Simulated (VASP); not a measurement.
ZnS, 4 atoms in the cell. Symmetry: P6_3mc, No. 186, hexagonal system. Conventional cell: a = 3.807 Å, b = 3.807 Å, c = 6.355 Å, α = 90.00°, β = 90.00°, γ = 120.00°. Zn (site symmetry 3m) has 4 S at 2.34 to 2.38 Å within 3.1 Å. S (site symmetry 3m) has 4 Zn at 2.34 to 2.38 Å within 3.1 Å.  This cell differs from its parent crystal: strain +0.0175 x Voigt [0, 0, 1, 0, 0, 0].

- Program: VASP 6.6.1
- Task: single point
- Functional: r2SCAN
- Potentials or basis: VASP PAW PBE potentials, release 64 (Zn, S)
- Cutoff: 520 eV
- k mesh: 6 × 6 × 4
- Occupations: gaussian, width 0.05 eV
- Spin: no spin polarisation
- Dipole correction: no
- Further INCAR settings: ALGO = Normal; EDIFF = 1e-06; NBANDS = 26

Potentials or basis: VASP PAW PBE potentials, release 64 (Zn, S).

Run with:

```sh
$ cat potpaw_PBE.64/Zn/POTCAR potpaw_PBE.64/S/POTCAR > POTCAR
$ cp INCAR.step1 INCAR
$ mpirun -np 1 vasp_std > vasp.out
$ cp INCAR.step2 INCAR
$ mpirun -np 1 vasp_std > vasp.out
```

Hardware: 1 thread of AMD EPYC 7R43 64-Core Processor (Zen 3) (shared host).

Task: Estimate the wall time of this run.

Result: It took 3.4 min on 1 thread of AMD EPYC 7R43 64-Core Processor (Zen 3), with other jobs on the host, peak memory 0.18 GiB. Counts: k points 21.
